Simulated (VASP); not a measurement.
# TaAs (I4_1md) in VASP: a series of runs, part 2 of 2

VASP 6.6.1.

## Step 3: Relaxation of shape and atoms at fixed volume, PBE (17.24 Å³/atom)

This run uses another cell than the first one, of 17.24 Å³/atom.

File INCAR:

```
PREC = Accurate
ENCUT = 500
EDIFF = 1E-7
ISMEAR = 0
SIGMA = 0.05
LREAL = F
LASPH = T
NELM = 120
ALGO = Normal
ISIF = 4
LWAVE = F
LCHARG = F
GGA = PE
IBRION = 2
NSW = 60
EDIFFG = -0.01
GGA_COMPAT = F
NELMIN = 4
```

File KPOINTS:

```
Automatic mesh
0
Gamma
  16 16 16
```

File POSCAR:

```
TaAs
1.0
   -1.7197326273      1.7197326273      5.8287063570
    1.7197326273     -1.7197326273      5.8287063570
    1.7197326273      1.7197326273     -5.8287063570
Ta As
2 2
Direct
    0.5001693557      1.0001693557      0.5000000000
    0.7501693557      0.7501693557      0.0000000000
    0.0824300643      0.5824300643      0.5000000000
    0.3324300643      0.3324300643      0.0000000000
```

Potentials or basis: VASP PAW PBE potentials, release 64 (Ta_pv, As).

Run with:

```bash
$ cat potpaw_PBE.64/Ta_pv/POTCAR potpaw_PBE.64/As/POTCAR > POTCAR
$ mpirun -np 1 vasp_std > vasp.out
```

OUTCAR:

```text
PREC = Accurate
   ENCUT = 500
   EDIFF = 1E-7
   ISMEAR = 0
   LREAL = F
   LASPH = T
   NELM = 120
   ISIF = 4
   GGA = PE
   IBRION = 2
   NSW = 60
   EDIFFG = -0.01
   NELMIN = 4

 ion  position               nearest neighbor table
   1  0.500  0.000  0.500-   4 2.60   4 2.60   3 2.61   3 2.61   3 2.61   3 2.61   2 3.38   2 3.38
                             2 3.38   2 3.38
   2  0.750  0.750  0.000-   3 2.60   3 2.60   4 2.61   4 2.61   4 2.61   4 2.61   1 3.38   1 3.38
                             1 3.38   1 3.38
   3  0.082  0.582  0.500-   2 2.60   2 2.60   1 2.61   1 2.61   1 2.61   1 2.61
   4  0.332  0.332  0.000-   1 2.60   1 2.60   2 2.61   2 2.61   2 2.61   2 2.61

  LATTYP: Found a body centered tetragonal cell.
 ALAT       =     3.4394652546
 C/A-ratio  =     3.3893096313

  Lattice vectors:

 A1 = (  -1.7197326273,   1.7197326273,   5.8287063570)
 A2 = (   1.7197326273,  -1.7197326273,   5.8287063570)
 A3 = (   1.7197326273,   1.7197326273,  -5.8287063570)

Analysis of symmetry for initial positions (statically):
=====================================================================
 Subroutine PRICEL returns:
 Original cell was already a primitive cell.

 Routine SETGRP: Setting up the symmetry group for a
 body centered tetragonal supercell.

 Subroutine GETGRP returns: Found  8 space group operations
 (whereof  4 operations were pure point group operations)
 out of a pool of 16 trial point group operations.

The static configuration has the point symmetry C_2v.
 The point group associated with its full space group is C_4v.

Analysis of symmetry for dynamics (positions and initial velocities):
=====================================================================
 Subroutine PRICEL returns:
 Original cell was already a primitive cell.

 Routine SETGRP: Setting up the symmetry group for a
 body centered tetragonal supercell.

 Subroutine GETGRP returns: Found  8 space group operations
 (whereof  4 operations were pure point group operations)
 out of a pool of 16 trial point group operations.

The dynamic configuration has the point symmetry C_2v.
 The point group associated with its full space group is C_4v.

 Subroutine INISYM returns: Found  8 space group operations
 (whereof  4 operations are pure point group operations),
 and found     1 'primitive' translations

----------------------------------------------------------------------------------------

                                     Primitive cell

  volume of cell :      68.9531

  direct lattice vectors                    reciprocal lattice vectors
    -1.719732627  1.719732627  5.828706357     0.000000000  0.290742870  0.085782328
     1.719732627 -1.719732627  5.828706357     0.290742870  0.000000000  0.085782328
     1.719732627  1.719732627 -5.828706357     0.290742870  0.290742870  0.000000000

  length of vectors
     6.315756361  6.315756361  6.315756361     0.303133674  0.303133674  0.411172510

  position of ions in fractional coordinates (direct lattice)
     0.500169356  0.000169356  0.500000000
     0.750169356  0.750169356  0.000000000
     0.082430064  0.582430064  0.500000000
     0.332430064  0.332430064  0.000000000
[... 35 lines left out ...]
            Coordinates               Weight
  0.000000  0.000000  0.000000      1.000000
  0.062500  0.000000  0.000000      8.000000
  0.125000  0.000000  0.000000      8.000000
  0.187500  0.000000  0.000000      8.000000
  0.250000  0.000000  0.000000      8.000000
  0.312500  0.000000  0.000000      8.000000
[... 16 lines left out ...]
 -0.125000  0.062500  0.000000     16.000000
 -0.062500  0.062500  0.000000      4.000000
 [... further k-points ...]
   k-points           NKPTS =    349   k-points in BZ     NKDIM =    349   number of bands    NBANDS=     20
   number of dos      NEDOS =    301   number of ions     NIONS =      4
   total plane-waves  NPLWV = 110592
   dimension x,y,z NGX =    48 NGY =   48 NGZ =   48
   dimension x,y,z NGXF=    96 NGYF=   96 NGZF=   96
   ions per type =               2   2
   NGX,Y,Z   is equivalent  to a cutoff of  12.63, 12.63, 12.63 a.u.
   NGXF,Y,Z  is equivalent  to a cutoff of  25.27, 25.27, 25.27 a.u.
 SYSTEM =  unknown system
   PREC   = accura    normal or accurate (medium, high low for compatibility)
   ISTART =      0    job   : 0-new  1-cont  2-samecut
   ICHARG =      2    charge: 1-file 2-atom 10-const
   ISPIN  =      1    spin polarized calculation?
   LNONCOLLINEAR =      F non collinear calculations
   LSORBIT =      F    spin-orbit coupling
   LASPH  =      T    aspherical Exc in radial PAW
   ENCUT  =  500.0 eV  36.75 Ry    6.06 a.u.  11.52 11.52 11.52*2*pi/ulx,y,z
   NELM   =    120;   NELMIN=  4; NELMDL= -5     # of ELM steps
   EDIFF  = 0.1E-06   stopping-criterion for ELM
   LREAL  =      F    real-space projection
   EDIFFG = -.1E-01   stopping-criterion for IOM
   NSW    =     60    number of steps for IOM
   IBRION =      2    ionic relax: 0-MD 1-quasi-New 2-CG
   NFREE  =      1    steps in history (QN), initial steepest desc. (CG)
   ISIF   =      4    stress and relaxation
   ISYM   =      2    0-nonsym 1-usesym 2-fastsym
   POTIM  = 0.5000    time-step for ionic-motion
   TEBEG  =    0.0;   TEEND  =   0.0 temperature during run
   PSTRESS=    0.0 pullay stress
   NELECT =      32.0000    total number of electrons
   NUPDOWN=      -1.0000    fix difference up-down
   EMIN   =  10.00;   EMAX   =-10.00  energy-range for DOS
   EFERMI =   0.00;   METHOD = LEGACY
   ISMEAR =     0;   SIGMA  =   0.05  broadening in eV -4-tet -1-fermi 0-gaus
   EFERMI_NEDOS =   21; number of points for ismear=-14 and -15
   IALGO  =     38    algorithm
   IMIX   =      4    mixing-type and parameters
     AMIX     =   0.40;   BMIX     =  1.00
     AMIX_MAG =   1.60;   BMIX_MAG =  1.00
  volume/ion in A,a.u.               =      17.24       116.33
  Fermi-wavevector in a.u.,A,eV,Ry     =   1.267477  2.395185 21.857738  1.606498
  Thomas-Fermi vector in A             =   2.400623
   LORBIT       =      0    0 simple, 1 ext, 2 COOP (PROOUT), +10 PAW based schemes
   GGA     = PE    functional components
   LHFCALC =     F    Hartree Fock is set to
   AEXX    =    0.0000 exact exchange contribution
   IVDW    =     0    specifies the selected vdW correction
   LEPSILON=     F    determine dielectric tensor
   LRPA    =     F    only Hartree local field effects (RPA)
 conjugate gradient relaxation of ions
 non-spin polarized calculation
 Gauss-broadening in eV      SIGMA  =   0.05
  energy-cutoff  :      500.00
  volume of cell :       68.95
 maximum number of plane-waves:      1769
 NGX is ok and might be reduce to    48
   NGX = 23   NGY = 23   NGZ = 23

--------------------------------------- Ionic step        1  -------------------------------------------

 number of electron      32.0000002 magnetization

 Free energy of the ion-electron system (eV)
  ---------------------------------------------------
  ext. energy  EPLUGINS =         0.00000000
  ---------------------------------------------------
  free energy    TOTEN  =       -35.09624943 eV

  energy without entropy =      -35.09576387  energy(sigma->0) =      -35.09600665

------------------------ aborting loop because EDIFF is reached ----------------------------------------

  FORCE on cell =-STRESS in cart. coord.  units (eV):
  Direction    XX          YY          ZZ          XY          YZ          ZX
  --------------------------------------------------------------------------------------
  -------------------------------------------------------------------------------------
  Total        1.9099670      1.9099670      1.6321463      0.0000000      0.0000000      0.0000000
  in kB       44.3795017     44.3795017     37.9241298      0.0000000      0.0000000      0.0000000
  external PRESSURE =      42.2277111 kB  Pullay stress =       0.0000000 kB
[... 101 lines left out ...]
--------------------------------------- Ionic step        4  -------------------------------------------

 number of electron      32.0000002 magnetization

 Free energy of the ion-electron system (eV)
  ---------------------------------------------------
  ext. energy  EPLUGINS =         0.00000000
  ---------------------------------------------------
  free energy    TOTEN  =       -35.09671642 eV

  energy without entropy =      -35.09623894  energy(sigma->0) =      -35.09647768

 E-fermi :   7.0687     XC(G=0): -11.9547

 val. band max:        7.0679833420   @ k =  -0.1875   0.3125   0.1875
 cond. band min:       7.0744039851   @ k =  -0.1250  -0.4375   0.1250
 fundamental gap:      0.0064206431
 Fermi energy:         7.0687037169

 k-point     1 :       0.0000    0.0000    0.0000
  band No.  band energies     occupation
      1     -27.8949      2.00000
      2     -27.8552      2.00000
      3     -27.8552      2.00000
      4     -27.7037      2.00000
      5     -27.7037      2.00000
      6     -27.6419      2.00000
[... 541 lines left out ...]
     19       9.5600      0.00000
     20       9.9291      0.00000

 [... further k-points ...]
[... 5 lines left out ...]
  --------------------------------------------------------------------------------------
  -------------------------------------------------------------------------------------
  Total        1.7823840      1.7823840      1.7698609      0.0000000      0.0000000      0.0000000
  in kB       41.4150147     41.4150147     41.1240322      0.0000000      0.0000000      0.0000000
  external PRESSURE =      41.3180205 kB  Pullay stress =       0.0000000 kB
[... 19 lines left out ...]
  FREE ENERGIE OF THE ION-ELECTRON SYSTEM (eV)
  ---------------------------------------------------
  free  energy   TOTEN  =       -35.0967164200 eV

  energy  without entropy=      -35.0962389415  energy(sigma->0) =      -35.09647768

 reached required accuracy - stopping structural energy minimisation
```

Run time: 33 min. Hardware: 1 thread of Intel Xeon Platinum 8488C (Sapphire Rapids), shared host; peak memory 0.66 GiB.

Results:

```yaml
Free_energy: -35.0967 eV
Energy_gained_by_relaxing: 0.1 meV/atom
Ionic_steps: 4
Pressure_after_relaxing: 4.1 GPa
Largest_force_after_relaxing: 0.006 eV/Å
Band_gap_on_the_k_mesh: zero (bands 16 and 17 overlap by 0.05 eV)
```

Forces in eV/Å, atoms in the order of the input:
```
Ta   0.000  0.000 -0.006
Ta   0.000  0.000 -0.006
As   0.000  0.000  0.006
As   0.000  0.000  0.006
```

Step by step:
| step | energy change (eV) | largest force (eV/Å) | pressure (GPa) | volume (Å³) |
| --- | --- | --- | --- | --- |
| 1 | 0.0000 | 0.0135 | 4.22 | 68.95 |
| 2 | -0.0004 | 0.0230 | 4.16 | 68.95 |
| 3 | -0.0004 | 0.0252 | 4.15 | 68.95 |
| 4 | -0.0005 | 0.0063 | 4.13 | 68.95 |

Final structure:
```yaml
crystal:
  lattice:
    - [-1.72232, 1.72232, 5.81123]
    - [1.72232, -1.72232, 5.81123]
    - [1.72232, 1.72232, -5.81123]
  atoms:
    - { symbol: Ta, position: [0.50036, 0.00036, 0.50000] }
    - { symbol: Ta, position: [0.75036, 0.75036, 0.00000] }
    - { symbol: As, position: [0.08224, 0.58224, 0.50000] }
    - { symbol: As, position: [0.33224, 0.33224, 0.00000] }
```

Levels at points of the mesh, in eV from the Fermi level:
```tsv
k point	band 14	band 15	band 16	band 17	band 18	band 19
(0.00, 0.00, 0.00)	-1.93	-1.66	-1.66	0.87	1.57	2.40
(0.50, 0.00, 0.00)	-2.30	-1.56	-0.23	0.11	1.40	2.29
(0.50, 0.50, 0.00)	-3.19	-1.15	-1.15	2.80	2.80	3.10
(0.50, 0.50, 0.50)	-2.83	-0.96	-0.96	1.20	1.20	2.35
```

Caveat: spin-orbit coupling is left out, which moves the levels of the heavy elements.
